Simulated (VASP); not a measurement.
# In3Se (Pm-3m) in VASP: a series of runs

The runs below take In3Se through single point, with r2SCAN.

All numbers are computed with VASP 6.6.1; they aren't measurements. Logs are shortened: lines on timing, memory, paths and dates and some standing lists are left out, and cuts for length are marked.

### Step 1. The cell of the first run

The structure is cubic, space group Pm-3m (No. 221). The conventional cell has a = 4.867 Å, b = 4.867 Å, c = 4.867 Å, α = 90.00°, β = 90.00°, γ = 90.00°. Within 4.5 Å of In (site symmetry 4/mmm) lie 8 In at 3.44 Å and 4 Se at 3.44 Å. Within 4.5 Å of Se (site symmetry m-3m) lie 12 In at 3.44 Å.

### Step 2. Single point, r2SCAN

Contents of POSCAR:

```
In3Se
1.0
    4.8669725914      0.0000000000      0.0000000000
    0.0000000000      4.8669725914      0.0000000000
    0.0000000000      0.0000000000      4.8669725914
In Se
3 1
Direct
    0.5000000000      0.5000000000      0.0000000000
    0.5000000000      0.0000000000      0.5000000000
    0.0000000000      0.5000000000      0.5000000000
    0.0000000000      0.0000000000      0.0000000000
```

Contents of INCAR.step1:

```
SYSTEM = In3Se
PREC     = Accurate       ! precision mode
ENCUT    = 520            ! plane-wave cutoff, eV
ISMEAR   = -1             ! smearing method
SIGMA    = 0.05           ! smearing width, eV
LREAL    = .False.        ! projectors in reciprocal space
LASPH    = .True.         ! aspherical terms in the spheres
NELM     = 100            ! most SCF steps
NBANDS   = 30             ! bands
GGA      = PE             ! functional
ALGO     = Normal         ! electronic algorithm
EDIFF    = 1E-4           ! SCF threshold, eV
LWAVE    = .True.         ! write WAVECAR
LCHARG   = .False.        ! write CHGCAR
```

Contents of INCAR.step2:

```
SYSTEM = In3Se
PREC     = Accurate       ! precision mode
ENCUT    = 520            ! plane-wave cutoff, eV
EDIFF    = 1E-6           ! SCF threshold, eV
ISMEAR   = -1             ! smearing method
SIGMA    = 0.05           ! smearing width, eV
LREAL    = .False.        ! projectors in reciprocal space
LASPH    = .True.         ! aspherical terms in the spheres
NELM     = 100            ! most SCF steps
ALGO     = Normal         ! electronic algorithm
ISIF     = 2              ! what is computed and relaxed
LWAVE    = .False.        ! write WAVECAR
LCHARG   = .False.        ! write CHGCAR
METAGGA  = R2SCAN         ! meta-GGA
LMIXTAU  = .True.       
NBANDS   = 30             ! bands
ISTART   = 1
```

Contents of KPOINTS:

```
regular mesh
0
Gamma
  6 6 6
  0 0 0
```

Potentials or basis: VASP PAW PBE potentials, release 64 (In_d, Se).

Started as:

```console
cat potpaw_PBE.64/In_d/POTCAR potpaw_PBE.64/Se/POTCAR > POTCAR
cp INCAR.step1 INCAR
mpirun -np 1 vasp_std > vasp.out
cp INCAR.step2 INCAR
mpirun -np 1 vasp_std > vasp.out
```

OUTCAR:

```text
SYSTEM = In3Se
   PREC = Accurate
   ENCUT = 520
   EDIFF = 1E-6
   ISMEAR = -1
   LREAL = .False.
   LASPH = .True.
   NELM = 100
   ISIF = 2
   METAGGA = R2SCAN
   ISTART = 1

 ion  position               nearest neighbor table
   1  0.500  0.500  0.000-   2 3.44   3 3.44   2 3.44   3 3.44   2 3.44   2 3.44   3 3.44   3 3.44

   2  0.500  0.000  0.500-   1 3.44   3 3.44   1 3.44   1 3.44   3 3.44   1 3.44   3 3.44   3 3.44

   3  0.000  0.500  0.500-   1 3.44   2 3.44   1 3.44   2 3.44   1 3.44   2 3.44   1 3.44   2 3.44

   4  0.000  0.000  0.000-

  LATTYP: Found a simple cubic cell.
 ALAT       =     4.8669725914

  Lattice vectors:

 A1 = (   4.8669725914,   0.0000000000,   0.0000000000)
 A2 = (   0.0000000000,   4.8669725914,   0.0000000000)
 A3 = (   0.0000000000,   0.0000000000,   4.8669725914)

Analysis of symmetry for initial positions (statically):
=====================================================================
 Subroutine PRICEL returns:
 Original cell was already a primitive cell.

 Routine SETGRP: Setting up the symmetry group for a
 simple cubic supercell.

 Subroutine GETGRP returns: Found 48 space group operations
 (whereof 48 operations were pure point group operations)
 out of a pool of 48 trial point group operations.

The static configuration has the point symmetry O_h .

Analysis of symmetry for dynamics (positions and initial velocities):
=====================================================================
 Subroutine PRICEL returns:
 Original cell was already a primitive cell.

 Routine SETGRP: Setting up the symmetry group for a
 simple cubic supercell.

 Subroutine GETGRP returns: Found 48 space group operations
 (whereof 48 operations were pure point group operations)
 out of a pool of 48 trial point group operations.

The dynamic configuration has the point symmetry O_h .

 Subroutine INISYM returns: Found 48 space group operations
 (whereof 48 operations are pure point group operations),
 and found     1 'primitive' translations

----------------------------------------------------------------------------------------

                                     Primitive cell

  volume of cell :     115.2860

  direct lattice vectors                    reciprocal lattice vectors
     4.866972591  0.000000000  0.000000000     0.205466536  0.000000000  0.000000000
     0.000000000  4.866972591  0.000000000     0.000000000  0.205466536  0.000000000
     0.000000000  0.000000000  4.866972591     0.000000000  0.000000000  0.205466536

  length of vectors
     4.866972591  4.866972591  4.866972591     0.205466536  0.205466536  0.205466536

  position of ions in fractional coordinates (direct lattice)
     0.500000000  0.500000000  0.000000000
     0.500000000  0.000000000  0.500000000
     0.000000000  0.500000000  0.500000000
     0.000000000  0.000000000  0.000000000

  ion indices of the primitive-cell ions
   primitive index   ion index
                 1           1
                 2           2
                 3           3
                 4           4

----------------------------------------------------------------------------------------

 KPOINTS: regular mesh

Automatic generation of k-mesh.
 Grid dimensions read from file:
 generate k-points for:    6    6    6

 Generating k-lattice:

  Cartesian coordinates                     Fractional coordinates (reciprocal lattice)
     0.034244423  0.000000000  0.000000000     0.166666667  0.000000000  0.000000000
     0.000000000  0.034244423  0.000000000     0.000000000  0.166666667  0.000000000
     0.000000000  0.000000000  0.034244423     0.000000000  0.000000000  0.166666667

  Length of vectors
     0.034244423  0.034244423  0.034244423

  Shift w.r.t. Gamma in fractional coordinates (k-lattice)
     0.000000000  0.000000000  0.000000000

 Subroutine IBZKPT returns following result:
 ===========================================

 Found     20 irreducible k-points:

 Following reciprocal coordinates:
            Coordinates               Weight
  0.000000  0.000000  0.000000      1.000000
  0.166667  0.000000  0.000000      6.000000
  0.333333  0.000000  0.000000      6.000000
  0.500000  0.000000  0.000000      3.000000
  0.166667  0.166667  0.000000     12.000000
  0.333333  0.166667  0.000000     24.000000
[... 12 lines left out ...]
  0.500000  0.500000  0.333333      6.000000
  0.500000  0.500000  0.500000      1.000000
   k-points           NKPTS =     20   k-points in BZ     NKDIM =     20   number of bands    NBANDS=     30
   number of dos      NEDOS =    301   number of ions     NIONS =      4
   total plane-waves  NPLWV =  46656
   dimension x,y,z NGX =    36 NGY =   36 NGZ =   36
   dimension x,y,z NGXF=    72 NGYF=   72 NGZF=   72
   ions per type =               3   1
   NGX,Y,Z   is equivalent  to a cutoff of  12.30, 12.30, 12.30 a.u.
   NGXF,Y,Z  is equivalent  to a cutoff of  24.59, 24.59, 24.59 a.u.
 SYSTEM =  In3Se
   PREC   = accura    normal or accurate (medium, high low for compatibility)
   ISTART =      1    job   : 0-new  1-cont  2-samecut
   ICHARG =      0    charge: 1-file 2-atom 10-const
   ISPIN  =      1    spin polarized calculation?
   LNONCOLLINEAR =      F non collinear calculations
   LSORBIT =      F    spin-orbit coupling
   LASPH  =      T    aspherical Exc in radial PAW
   ENCUT  =  520.0 eV  38.22 Ry    6.18 a.u.   9.05  9.05  9.05*2*pi/ulx,y,z
   NELM   =    100;   NELMIN=  2; NELMDL=  0     # of ELM steps
   EDIFF  = 0.1E-05   stopping-criterion for ELM
   LREAL  =      F    real-space projection
   EDIFFG = 0.1E-04   stopping-criterion for IOM
   NSW    =      0    number of steps for IOM
   IBRION =     -1    ionic relax: 0-MD 1-quasi-New 2-CG
   NFREE  =      0    steps in history (QN), initial steepest desc. (CG)
   ISIF   =      2    stress and relaxation
   ISYM   =      2    0-nonsym 1-usesym 2-fastsym
   POTIM  = 0.5000    time-step for ionic-motion
   TEBEG  =    0.0;   TEEND  =   0.0 temperature during run
   PSTRESS=    0.0 pullay stress
   NELECT =      45.0000    total number of electrons
   NUPDOWN=      -1.0000    fix difference up-down
   EMIN   =  10.00;   EMAX   =-10.00  energy-range for DOS
   EFERMI =   0.00;   METHOD = LEGACY
   ISMEAR =    -1;   SIGMA  =   0.05  broadening in eV -4-tet -1-fermi 0-gaus
   EFERMI_NEDOS =   21; number of points for ismear=-14 and -15
   IALGO  =     38    algorithm
   IMIX   =      4    mixing-type and parameters
     AMIX     =   0.40;   BMIX     =  1.00
     AMIX_MAG =   1.60;   BMIX_MAG =  1.00
  volume/ion in A,a.u.               =      28.82       194.50
  Fermi-wavevector in a.u.,A,eV,Ry     =   1.196429  2.260922 19.475941  1.431441
  Thomas-Fermi vector in A             =   2.332369
   LORBIT       =      0    0 simple, 1 ext, 2 COOP (PROOUT), +10 PAW based schemes
   METAGGA = R2SCAN    functional components
   LHFCALC =     F    Hartree Fock is set to
   AEXX    =    0.0000 exact exchange contribution
   IVDW    =     0    specifies the selected vdW correction
   LEPSILON=     F    determine dielectric tensor
   LRPA    =     F    only Hartree local field effects (RPA)
 non-spin polarized calculation
  energy-cutoff  :      520.00
  volume of cell :      115.29
 maximum number of plane-waves:      3136
   NGX = 19   NGY = 19   NGZ = 19

 number of electron      44.9999973 magnetization

 Free energy of the ion-electron system (eV)
  ---------------------------------------------------
  ext. energy  EPLUGINS =         0.00000000
  ---------------------------------------------------
  free energy    TOTEN  =       -82.45153344 eV

  energy without entropy =      -82.43977022  energy(sigma->0) =      -82.44565183

 E-fermi :   5.5873     XC(G=0): -10.1222

 val. band max:        5.4921178499   @ k =   0.5000   0.0000   0.0000
 cond. band min:       5.6123960064   @ k =   0.5000   0.3333   0.1667
 fundamental gap:      0.1202781565
 Fermi energy:         5.5872705215

 k-point     1 :       0.0000    0.0000    0.0000
  band No.  band energies     occupation
      1      -9.8724      2.00000
      2      -9.8724      2.00000
      3      -9.8724      2.00000
      4      -9.8629      2.00000
      5      -9.7698      2.00000
      6      -9.7698      2.00000
[... 22 lines left out ...]
     29      11.1497      0.00000
     30      12.6826      0.00000

 k-point     2 :       0.1667    0.0000    0.0000
  band No.  band energies     occupation
      1      -9.8686      2.00000
      2      -9.8494      2.00000
      3      -9.8494      2.00000
      4      -9.8422      2.00000
      5      -9.7674      2.00000
      6      -9.7557      2.00000
[... 22 lines left out ...]
     29      11.8162      0.00000
     30      12.7348      0.00000

 k-point     3 :       0.3333    0.0000    0.0000
  band No.  band energies     occupation
      1      -9.8605      2.00000
      2      -9.7912      2.00000
      3      -9.7862      2.00000
      4      -9.7862      2.00000
      5      -9.7608      2.00000
      6      -9.7204      2.00000
[... 22 lines left out ...]
     29      11.4667      0.00000
     30      12.0555      0.00000

 k-point     4 :       0.5000    0.0000    0.0000
  band No.  band energies     occupation
      1      -9.8561      2.00000
      2      -9.7671      2.00000
      3      -9.7397      2.00000
      4      -9.7184      2.00000
      5      -9.7184      2.00000
      6      -9.6934      2.00000
[... 484 lines left out ...]
     29      12.4891      0.00000
     30      12.5415      0.00000

 k-point    19 :       0.5000    0.5000    0.3333
  band No.  band energies     occupation
      1      -9.8418      2.00000
      2      -9.7813      2.00000
      3      -9.7813      2.00000
      4      -9.7775      2.00000
      5      -9.7642      2.00000
      6      -9.7642      2.00000
[... 22 lines left out ...]
     29      12.6913      0.00000
     30      13.4510      0.00000

 k-point    20 :       0.5000    0.5000    0.5000
  band No.  band energies     occupation
      1      -9.8641      2.00000
      2      -9.7878      2.00000
      3      -9.7878      2.00000
      4      -9.7878      2.00000
      5      -9.7732      2.00000
      6      -9.7732      2.00000
[... 22 lines left out ...]
     29      13.8453      0.00000
     30      13.9483      0.00000

------------------------ aborting loop because EDIFF is reached ----------------------------------------

  FORCE on cell =-STRESS in cart. coord.  units (eV):
  Direction    XX          YY          ZZ          XY          YZ          ZX
  --------------------------------------------------------------------------------------
  -------------------------------------------------------------------------------------
  Total       -1.6853960     -1.6853960     -1.6853960      0.0000000      0.0000000      0.0000000
  in kB      -23.4226394    -23.4226394    -23.4226394      0.0000000      0.0000000      0.0000000
  external PRESSURE =     -23.4226394 kB  Pullay stress =       0.0000000 kB

 VOLUME and BASIS-vectors are now :
 -----------------------------------------------------------------------------
  energy-cutoff  :      520.00
  volume of cell :      115.29
      direct lattice vectors                 reciprocal lattice vectors
     4.866972591  0.000000000  0.000000000     0.205466536  0.000000000  0.000000000
     0.000000000  4.866972591  0.000000000     0.000000000  0.205466536  0.000000000
     0.000000000  0.000000000  4.866972591     0.000000000  0.000000000  0.205466536

 POSITION                                       TOTAL-FORCE (eV/Angst)
 -----------------------------------------------------------------------------------
      2.43349      2.43349      0.00000         0.000000      0.000000      0.000000
      2.43349      0.00000      2.43349         0.000000      0.000000      0.000000
      0.00000      2.43349      2.43349         0.000000      0.000000      0.000000
      0.00000      0.00000      0.00000         0.000000      0.000000      0.000000
 -----------------------------------------------------------------------------------
    total drift:                                0.000000      0.000000      0.000000

  FREE ENERGIE OF THE ION-ELECTRON SYSTEM (eV)
  ---------------------------------------------------
  free  energy   TOTEN  =       -82.4515334356 eV

  energy  without entropy=      -82.4397702230  energy(sigma->0) =      -82.44565183
```

Wall time 99 s (1 thread of Intel Xeon 6975P-C (Granite Rapids), shared host); peak memory 0.24 GiB.

What came out:

```yaml
Free_energy: -82.4515 eV
Pressure: -2.3 GPa
```

Caveat: the PAW data sets were made with another functional, which shifts forces and pressure a little; spin-orbit coupling is left out, which moves the levels of the heavy elements.

(Continued in part 2 of 2.)
